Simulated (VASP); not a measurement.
Set up this calculation in VASP 6.6.1, as the native input.

| Quantity | Value |
| --- | --- |
| Task | single point |
| Functional | PBEsol |
| Potentials or basis | VASP PAW PBE potentials, release 64 (Ti_sv, H) |
| Cutoff | 520 eV |
| k mesh | 5 × 5 × 5 |
| Occupations | methfessel-paxton, width 0.1 eV |
| Spin | no spin polarisation |
| Dipole correction | no |
| Further INCAR settings | ALGO = Normal; EDIFF = 1e-06; NBANDS = 38 |

The structure of Ti2H3 lies in POSCAR:

```
Ti2H3
1.0
    4.3428480000      0.0000000000      0.0000000000
    0.0000000000      4.3428480000      0.0000000000
    0.0000000000      0.0000000000      4.3858920000
Ti H
4 6
Direct
    0.7381010000      0.2618990000      0.0000000000
    0.2618990000      0.7381010000      0.0000000000
    0.2618990000      0.2618990000      0.5000000000
    0.7381010000      0.7381010000      0.5000000000
    0.5000000000      0.0000000000      0.7500000000
    0.5000000000      0.0000000000      0.2500000000
    0.0000000000      0.5000000000      0.7500000000
    0.0000000000      0.5000000000      0.2500000000
    0.0000000000      0.0000000000      0.7500000000
    0.0000000000      0.0000000000      0.2500000000
```

These files were run (other wordings do the same):

INCAR

```
PREC     = Accurate       # precision mode
ENCUT    = 520            # plane-wave cutoff, eV
EDIFF    = 1E-6           # SCF threshold, eV
ISMEAR   = 1              # smearing method
SIGMA    = 0.1            # smearing width, eV
LREAL    = F              # projectors in reciprocal space
LASPH    = T              # aspherical terms in the spheres
NELM     = 60             # most SCF steps
ALGO     = Normal         # electronic algorithm
ISIF     = 2              # what is computed and relaxed
LWAVE    = F              # write WAVECAR
LCHARG   = F              # write CHGCAR
GGA      = PS             # functional
NBANDS   = 38             # bands
```

KPOINTS

```
Automatic mesh
0
Gamma
  5 5 5
```

Potentials or basis: VASP PAW PBE potentials, release 64 (Ti_sv, H).

The run is started by

```bash
$ cat potpaw_PBE.64/Ti_sv/POTCAR potpaw_PBE.64/H/POTCAR > POTCAR
$ mpirun -np 1 vasp_std > vasp.out
```

It gave:

```yaml
Pressure: -3.2 GPa
Largest_force: 0.055 eV/Å
Band_gap_on_the_k_mesh: zero (bands 27 and 28 overlap by 0.10 eV)
```

Caveat: the cell stands under tension; the PAW data sets were made with another functional, which shifts forces and pressure a little.

Wall time 49 s on 1 thread of Intel(R) Xeon(R) Platinum 8259CL CPU @ 2.50GHz (Skylake/Cascade Lake) (shared host), peak memory 0.2 GiB.
